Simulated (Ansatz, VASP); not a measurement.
Ca in VASP and in Ansatz

The input POSCAR:

```
Ca
1.0
    4.0060724375      0.0000000000      0.0000000000
   -2.0030362187      3.4693605002      0.0000000000
    0.0000000000      0.0000000000      6.6208458272
Ca
2
Direct
    0.3333333333      0.6666666667      0.2500000000
    0.6666666667      0.3333333333      0.7500000000
```

The input INCAR.step1:

```
PREC = Accurate
ENCUT = 520
ISMEAR = 0
SIGMA = 0.1
LREAL = False
LASPH = True
NELM = 100
NBANDS = 17
GGA = PE
ALGO = Normal
EDIFF = 1E-4
LWAVE = True
LCHARG = False
```

The input INCAR.step2:

```
PREC = Accurate
ENCUT = 520
EDIFF = 1E-6
ISMEAR = 0
SIGMA = 0.1
LREAL = False
LASPH = True
NELM = 100
ALGO = Normal
ISIF = 2
LWAVE = False
LCHARG = True
METAGGA = R2SCAN
LMIXTAU = True
LELF = True
LVHAR = True
NBANDS = 17
ISTART = 1
```

File KPOINTS:

```
regular mesh
0
Gamma
  6 6 4
```

Input for Ansatz:

```yaml
crystal:
  lattice:
    - [4.0060724375, 0.0, 0.0]
    - [-2.0030362187, 3.4693605002, 0.0]
    - [0.0, 0.0, 6.6208458272]
  atoms:
    - { symbol: Ca, position: [0.3333333333, 0.6666666667, 0.25] }
    - { symbol: Ca, position: [0.6666666667, 0.3333333333, 0.75] }
basis:
  ecutwfc: 500
kpoints:
  mp_grid: { grid: [6, 6, 4] }
hamiltonian:
  xc: r2scan
scf:
  occupations: { method: gaussian, width: 0.1 }
output:
  forces: true
  stress: true
  eigenvalues: true
```

Alike in both runs: task single point; functional r2SCAN; k mesh 6 × 6 × 4; occupations gaussian, width 0.1 eV; no spin polarisation.

```csv
,VASP,Ansatz
version,VASP 6.6.1,Ansatz 0.2.0
potentials or method,"VASP PAW PBE potentials, release 64 (Ca_sv), cutoff 520 eV","scalar-relativistic, plane waves, PAW"
valence electrons in the cell,20,20
```

```csv
,VASP,Ansatz,Ansatz less VASP
gap on the k mesh at the Fermi level (eV),none,none,-
pressure (GPa),-0.9,-1.0,-0.03
"traceless stress, the component that is largest in VASP (GPa)",0.13,0.13,-0.001
```

VASP's potentials were made for PBE, not for r2SCAN. A gap of «none» marks a metal or a gap that the smearing closes. The functional is the same, so the differences come from potentials, cutoffs and numerics.
